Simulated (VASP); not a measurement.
## MoS: relaxation of cell and atoms with PBE+U

Crystal: MoS.

```
CELL_PARAMETERS angstrom
0.00000 2.41488 2.41488
2.41488 0.00000 2.41488
2.41488 2.41488 0.00000
ATOMIC_POSITIONS crystal
Mo 0.00000 0.00000 0.00000
S 0.50000 0.50000 0.50000
```

* Program: VASP 6.6.1
* Task: relaxation of cell and atoms
* Functional: PBE
* Potentials or basis: VASP PAW PBE potentials, release 64 (Mo_sv, S)
* Cutoff: 600 eV
* k mesh: 8 × 8 × 8
* Occupations: gaussian, width 0.1 eV
* Spin: collinear spin, ferromagnetic start
* Starting moments: [2.3, 0.0] μB
* Hubbard terms: Mo d U = 4.38 eV
* Dipole correction: no
* Further INCAR settings: ALGO = Normal; EDIFF = 1e-07; IBRION = 2; EDIFFG = -0.05; NSW = 100; ISIF = 3

| Property | Result |
| --- | --- |
| Relaxed volume | 19.37 Å³/atom |
| Relaxed cell | a = 3.798 Å, b = 3.798 Å, c = 3.798 Å, α = 60.00°, β = 60.00°, γ = 60.00° |
| Space group after relaxing (to 0.05 Å) | Fm-3m (No. 225) |
| Energy gained by relaxing | 496.9 meV/atom |
| Ionic steps | 4 |
| Pressure after relaxing | 0.0 GPa |
| Net moment | -3.71 μB per cell |
| Site moments | Mo -3.38; S +0.07 μB |
| Valence electrons inside the program's atomic spheres | Mo 12.17; S 3.72 |

Step by step:
| step | energy change (eV) | largest force (eV/Å) | pressure (GPa) | volume (Å³) |
| --- | --- | --- | --- | --- |
| 1 | 0.0000 | 0.0000 | 45.61 | 28.17 |
| 2 | -0.7102 | 0.0000 | -9.88 | 47.87 |
| 3 | -0.9925 | 0.0000 | 0.75 | 38.22 |
| 4 | -0.9937 | 0.0000 | 0.05 | 38.74 |

Final structure:
```xyz
2
Lattice="0.0000 2.6855 2.6855 2.6855 0.0000 2.6855 2.6855 2.6855 0.0000" Properties=species:S:1:pos:R:3 pbc="T T T"
Mo    2.6855    5.3710    2.6855
S     2.6855    2.6855    2.6855
```

Levels at points of the mesh, in eV from the Fermi level:
Spin up:
| k point | band 5 | band 6 | band 7 | band 8 | band 9 | band 10 | band 11 | band 12 |
| --- | --- | --- | --- | --- | --- | --- | --- | --- |
| (0.00, 0.00, 0.00) | -14.95 | -2.89 | -2.89 | -2.89 | 0.87 | 0.87 | 0.87 | 0.96 |
| (0.50, 0.00, 0.00) | -13.84 | -6.82 | -4.50 | -4.50 | 2.66 | 3.16 | 3.16 | 3.20 |
| (0.50, 0.50, 0.00) | -13.98 | -5.79 | -3.94 | -3.94 | -1.04 | 1.86 | 2.78 | 3.66 |
Spin down:
```
           k point  band 9  band 10  band 11  band 12  band 13  band 14  band 15
(0.00, 0.00, 0.00)   -2.91    -2.91    -2.91    -2.44    -2.44     0.95     9.81
(0.50, 0.00, 0.00)   -2.60    -2.60    -1.96     2.01     2.55     2.55     5.43
(0.50, 0.50, 0.00)   -4.08    -2.37    -2.37    -1.77    -0.13     1.36     8.34
```

Eigenvalues of the final occupation matrices:
| site | spin | trace | eigenvalues |
| --- | --- | --- | --- |
| site 1 d | 1 | 0.32 | 0.04 0.04 0.04 0.10 0.10 |
| site 1 d | 2 | 3.63 | 0.53 0.53 0.85 0.85 0.85 |

It took 3.6 min on 1 thread of Intel Xeon 8259CL, on a shared host, peak memory 0.19 GiB.

Caveat: the electronic state changed during the relaxation; the volume moved by over 15 % at a fixed basis, so the end points are rough. The state reached can hang on the start; a lower one may exist.
